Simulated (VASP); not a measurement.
**WC: single point with PBEsol**

Crystal: WC.

```
W C
1.0
     0.00000    2.13787    2.13787
     2.13787    0.00000    2.13787
     2.13787    2.13787    0.00000
W C
1 1
Direct
  0.00000 0.00000 0.00000
  0.50000 0.50000 0.50000
```

This cell differs from its parent crystal: strain -0.025 along x and y, -0.025 along z.

```yaml
Program: VASP 6.6.1
Task: single point
Functional: PBEsol
Potentials_or_basis: VASP PAW PBE potentials, release 64 (W_sv, C_h)
Cutoff: 1300 eV
k_mesh: 18 × 18 × 18
Occupations: gaussian, width 0.15 eV
Spin: no spin polarisation
```

```json
{
 "Pressure": "22.2 GPa",
 "Band gap on the k mesh": "zero (bands 9 and 10 overlap by 3.56 eV)"
}
```

Levels at points of the mesh, in eV from the Fermi level:
| k point | band 6 | band 7 | band 8 | band 9 | band 10 | band 11 | band 12 | band 13 |
| --- | --- | --- | --- | --- | --- | --- | --- | --- |
| (0.00, 0.00, 0.00) | -3.04 | -3.04 | -3.04 | -1.17 | -1.17 | -1.17 | -1.03 | -1.03 |
| (0.50, 0.00, 0.00) | -10.47 | -7.12 | -7.12 | 1.23 | 1.23 | 2.68 | 5.03 | 9.69 |
| (0.50, 0.50, 0.00) | -6.39 | -5.74 | -2.58 | -2.58 | 1.01 | 2.62 | 2.62 | 6.21 |

Wall time 2.2 min on 1 thread of Intel(R) Xeon(R) Platinum 8259CL CPU @ 2.50GHz (Skylake/Cascade Lake) (shared host), peak memory 0.39 GiB.

Caveat: the cell differs from its parent crystal (strain -0.025 along x and y, -0.025 along z); the cell stands under pressure; the PAW data sets were made with another functional, which shifts forces and pressure a little; spin-orbit coupling is left out, which moves the levels of the heavy elements.
